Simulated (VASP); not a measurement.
Write the native input for VASP 6.6.1 that does the following.

```
Task                   : relaxation of cell and atoms
Functional             : PBEsol
Potentials or basis    : VASP PAW PBE potentials, release 64 (Be, Sb, P)
Cutoff                 : 600 eV
k mesh                 : 6 × 6 × 4
Occupations            : fermi-dirac, width 0.03 eV
Spin                   : no spin polarisation
Dipole correction      : no
Further INCAR settings : ALGO = Normal; EDIFF = 1e-07; IBRION = 2; EDIFFG = -0.01; NSW = 100; ISIF = 3
```

The structure of Be2Sb3P lies in POSCAR:

```
Be2Sb3P
1.0
    4.6126091900      0.0000000000      0.0000000000
   -2.3063045900      3.9946367300      0.0000000000
    0.0000000000      0.0000000000      7.7281548600
Be Sb P
2 3 1
Direct
    0.6666666700      0.3333333300      0.7006975400
    0.3333333300      0.6666666700      0.2993024600
    0.6666666700      0.3333333300      0.3462188300
    0.3333333300      0.6666666700      0.6537811700
    0.0000000000      0.0000000000      0.5000000000
    0.0000000000      0.0000000000      0.0000000000
```

These files were run (other wordings do the same):

INCAR

```
SYSTEM = Be2Sb3P
PREC = Accurate ; ENCUT = 600
EDIFF = 1E-7 ; ISMEAR = -1
SIGMA = 0.03 ; LREAL = .False.
LASPH = .True. ; NELM = 60
ALGO = Normal ; ISIF = 3
LWAVE = .False. ; LCHARG = .False.
GGA = PS ; IBRION = 2
NSW = 100 ; EDIFFG = -0.01
```

KPOINTS

```
regular mesh
0
Gamma
  6 6 4
  0 0 0
```

Potentials or basis: VASP PAW PBE potentials, release 64 (Be, Sb, P).

Launch:

```sh
$ cat potpaw_PBE.64/Be/POTCAR potpaw_PBE.64/Sb/POTCAR potpaw_PBE.64/P/POTCAR > POTCAR
$ mpirun -np 1 vasp_std > vasp.out
```

It gave:

```
Relaxed volume                         : 19.20 Å³/atom
Relaxed cell                           : a = 4.954 Å, b = 4.954 Å, c = 5.421 Å, α = 90.00°, β = 90.00°, γ = 120.00°
Space group after relaxing (to 0.05 Å) : P-3m1 (No. 164)
Energy gained by relaxing              : 660.0 meV/atom
Ionic steps                            : 72
Pressure after relaxing                : 0.0 GPa
Largest force after relaxing           : 0.009 eV/Å
```

Caveat: the volume moved by over 15 % at a fixed basis, so the end points are rough; the PAW data sets were made with another functional, which shifts forces and pressure a little.

It took 60 min on 1 thread of Intel(R) Xeon(R) Platinum 8259CL CPU @ 2.50GHz (Skylake/Cascade Lake), with other jobs on the host, peak memory 0.39 GiB.
